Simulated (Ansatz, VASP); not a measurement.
One calculation of Pd, two programs

```
Pd
1.0
     0.00000    1.97371    1.97371
     1.97371    0.00000    1.97371
     1.97371    1.97371    0.00000
Pd
1
Direct
  0.00000 0.00000 0.00000
```

Alike in both runs: task single point; functional PBE; k mesh 8 × 8 × 8; occupations fermi-dirac, width 0.05 eV; collinear spin.

|  | VASP | Ansatz |
| --- | --- | --- |
| version | VASP 6.6.1 | Ansatz 0.2.0 |
| potentials or method | VASP PAW PBE potentials, release 64 (Pd), cutoff 520 eV | plane waves (420 eV) with PAW, scalar-relativistic |
| valence electrons in the cell | 10 | 18 |

|  | VASP | Ansatz | Ansatz less VASP |
| --- | --- | --- | --- |
| pressure (GPa) | -0.1 | 0.2 | +0.28 |
| net moment per atom (μB) | 0.00 | 0.00 | -0.001 |

The functional is the same, so the differences come from potentials, cutoffs and numerics. VASP's potentials hold 10 valence electrons a cell and Ansatz's 18, so a difference there can come from the potentials and not from the codes. Ansatz's warnings: seeded moment not kept.
